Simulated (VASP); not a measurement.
Sn: single point with PBE+D3(BJ)

Sn:

```
Sn
1.0
     0.00000    3.28678    3.28678
     3.28678    0.00000    3.28678
     3.28678    3.28678    0.00000
Sn
2
Direct
  0.50000 0.50000 0.50000
  0.75000 0.75000 0.75000
```

```
Program             : VASP 6.6.1
Task                : single point
Functional          : PBE
Dispersion          : D3(BJ)
Potentials or basis : VASP PAW PBE potentials, release 64 (Sn_d)
Cutoff              : 520 eV
k mesh              : 12 × 12 × 12
Occupations         : gaussian, width 0.1 eV
Spin                : no spin polarisation
```

The pressure is -0.1 GPa. The band gap on the k mesh is zero (band 14 reaches 5.33 eV, above the bottom of band 15 at 5.16 eV). The dispersion energy per atom is -0.295 eV.

Levels at points of the mesh, in eV from the Fermi level:
```
           k point  band 10  band 11  band 12  band 13  band 14  band 15  band 16  band 17  band 18  band 19
(0.00, 0.00, 0.00)   -21.27   -10.34    -0.90     0.09     0.09     0.09     2.16     2.16     2.16     5.00
(0.50, 0.00, 0.00)   -21.22    -8.80    -6.15    -1.05    -1.05    -0.07     3.22     3.22     5.68     8.36
(0.50, 0.50, 0.00)   -21.20    -7.38    -7.38    -2.33    -2.33     0.87     0.87     7.49     7.49     9.04
```

It took 44 s on 1 thread of Intel(R) Xeon(R) 6975P-C (Granite Rapids) (shared host), peak memory 0.24 GiB.

Caveat: spin-orbit coupling is left out, which moves the levels of the heavy elements; pairwise dispersion overbinds metals, which lowers pressure and volume.
